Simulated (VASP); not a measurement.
## Tl: single point with PBE

The system is Tl.

```xyz
2
Lattice="3.4706 0.0000 0.0000 -1.7353 3.0056 0.0000 0.0000 0.0000 5.3977" Properties=species:S:1:pos:R:3 pbc="T T T"
Tl    0.0000    2.0037    1.3494
Tl    1.7353    1.0019    4.0483
```

| Property | Result |
| --- | --- |
| Program | VASP 6.6.1 |
| Task | single point |
| Functional | PBE |
| Potentials or basis | VASP PAW PBE potentials, release 64 (Tl_d) |
| Cutoff | 520 eV |
| k mesh | 6 × 6 × 4 |
| Occupations | gaussian, width 0.1 eV |
| Spin | no spin polarisation |
| Dipole correction | no |
| Further INCAR settings | ALGO = Normal; EDIFF = 1e-06; NBANDS = 20 |

* Pressure: 3.6 GPa
* Band gap on the k mesh: zero (band 13 reaches 10.56 eV, above the bottom of band 14 at 4.41 eV)

Stress tensor (GPa, compression positive):
```
2.91 0.00 0.00
0.00 2.91 0.00
0.00 0.00 5.10
```

Levels at points of the mesh, in eV from the Fermi level:
| k point | band 9 | band 10 | band 11 | band 12 | band 13 | band 14 | band 15 | band 16 | band 17 | band 18 |
| --- | --- | --- | --- | --- | --- | --- | --- | --- | --- | --- |
| (0.00, 0.00, 0.00) | -11.31 | -11.31 | -10.35 | -5.03 | -3.00 | 7.55 | 7.55 | 9.74 | 9.74 | 9.95 |
| (0.50, 0.00, 0.00) | -11.27 | -11.24 | -6.11 | -4.99 | -0.72 | 0.53 | 1.17 | 3.48 | 3.70 | 7.86 |
| (0.00, 0.00, 0.50) | -11.42 | -11.42 | -8.84 | -8.84 | 3.62 | 3.62 | 8.59 | 8.59 | 8.59 | 8.59 |
| (0.50, 0.00, 0.50) | -11.29 | -11.29 | -4.97 | -4.97 | -2.52 | -2.52 | 5.28 | 5.28 | 6.23 | 6.23 |

It took 34 s on 1 thread of Oxide Virtual Turin-like Processor, on a shared host, peak memory 0.14 GiB.

Caveat: spin-orbit coupling is left out, which moves the levels of the heavy elements.
